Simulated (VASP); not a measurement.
Wanted: the native input for a VASP 6.6.1 run.

| Property | Result |
| --- | --- |
| Task | single point |
| Functional | PBEsol |
| Potentials or basis | VASP PAW PBE potentials, release 64 (Ag, La, S) |
| Cutoff | 520 eV |
| k mesh | 6 × 6 × 6 |
| Occupations | fermi-dirac, width 0.02 eV |
| Spin | no spin polarisation |
| Dipole correction | no |
| Further INCAR settings | ALGO = Normal; EDIFF = 1e-06; NBANDS = 25 |

The structure of LaAgS2 lies in POSCAR:

```
LaAgS2
1.0
    2.1134235972      1.2201856828      5.6561609785
   -2.1134235972      1.2201856828      5.6561609785
    0.0000000000     -2.4403713655      5.6561609785
Ag La S
1 1 2
Direct
    1.0000000000      0.0000000000      0.0000000000
    0.5000000000      0.5000000000      0.5000000000
    0.2536842058      0.2536842058      0.2536842058
    0.7463157942      0.7463157942      0.7463157942
```

These files were run (other wordings do the same):

INCAR

```
SYSTEM = LaAgS2
PREC     = Accurate       ! precision mode
ENCUT    = 520            ! plane-wave cutoff, eV
EDIFF    = 1E-6           ! SCF threshold, eV
ISMEAR   = -1             ! smearing method
SIGMA    = 0.02           ! smearing width, eV
LREAL    = .False.        ! projectors in reciprocal space
LASPH    = .True.         ! aspherical terms in the spheres
NELM     = 60             ! most SCF steps
ALGO     = Normal         ! electronic algorithm
ISIF     = 2              ! what is computed and relaxed
LWAVE    = .False.        ! write WAVECAR
LCHARG   = .True.         ! write CHGCAR
GGA      = PS             ! functional
LELF     = .True.         ! ELF
LVHAR    = .True.       
NBANDS   = 25             ! bands
```

KPOINTS

```
regular mesh
0
Gamma
  6 6 6
  0 0 0
```

Potentials or basis: VASP PAW PBE potentials, release 64 (Ag, La, S).

The run is started by

```console
$ cat potpaw_PBE.64/Ag/POTCAR potpaw_PBE.64/La/POTCAR potpaw_PBE.64/S/POTCAR > POTCAR
$ mpirun -np 1 vasp_std > vasp.out
```

It gave:

```json
{
 "Pressure": "0.0 GPa",
 "Band gap on the k mesh": "2.16 eV, direct"
}
```

Caveat: the PAW data sets were made with another functional, which shifts forces and pressure a little; spin-orbit coupling is left out, which moves the levels of the heavy elements.

Run time: 110 s on 1 thread of Intel(R) Xeon(R) 6975P-C (Granite Rapids) (shared host), peak memory 0.38 GiB.
